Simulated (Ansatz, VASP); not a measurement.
# Au: VASP beside Ansatz

```
Au
1.0
     2.83414    0.00000    0.00000
    -0.01304    2.83886    0.00000
    -1.14543   -1.19326    4.95662
Au
2
Direct
  0.67286 0.66596 0.27405
  0.32714 0.33404 0.72594
```

Alike in both runs: task single point; functional PBE; k mesh 10 × 10 × 6; occupations fermi-dirac, width 0.05 eV; no spin polarisation.

|  | VASP | Ansatz |
| --- | --- | --- |
| version | VASP 6.6.1 | Ansatz 0.2.0 |
| potentials or method | VASP PAW PBE potentials, release 64 (Au) | Ansatz PAW |
| plane-wave cutoff (eV) | 520 | 420 |
| valence electrons in the cell | 22 | 38 |

```csv
,VASP,Ansatz,Ansatz less VASP
gap on the k mesh at the Fermi level (eV),none,none,-
pressure (GPa),-3.1,-2.9,+0.15
"traceless stress, the component that is largest in VASP (GPa)",1.32,1.33,+0.014
rms of the force components (eV/Å),0.041,0.041,-0.0009
```

Atom by atom the forces differ by 0.001 eV/Å (rms over components). A gap of «none» marks a metal or a gap that the smearing closes. VASP's potentials hold 22 valence electrons a cell and Ansatz's 38, so a difference there can come from the potentials and not from the codes.

Neither program's run includes spin-orbit coupling.
